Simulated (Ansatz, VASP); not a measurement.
Two plane-wave programs on YS

```xyz
2
Lattice="0.0000 2.7886 2.7886 2.7886 0.0000 2.7886 2.7886 2.7886 0.0000" Properties=species:S:1:pos:R:3 pbc="T T T"
Y     2.7886    2.7886    2.7886
S     0.0000    0.0000    0.0000
```

Alike in both runs: task single point; functional LDA; k mesh 7 × 7 × 7; no spin polarisation.

|  | VASP | Ansatz |
| --- | --- | --- |
| version | VASP 6.6.1 | Ansatz 0.2.0 |
| potentials or method | VASP PAW LDA potentials, release 64 (Y_sv, S), cutoff 520 eV | plane waves, PAW |
| occupations | methfessel-paxton of order 1, width 0.15 eV | cold, width 0.15 eV |
| valence electrons in the cell | 17 | 17 |

|  | VASP | Ansatz | Ansatz less VASP |
| --- | --- | --- | --- |
| pressure (GPa) | -7.9 | -7.9 | -0.03 |

LDA's correlation is that of Perdew and Zunger in VASP and of Perdew and Wang (1992) in Ansatz.
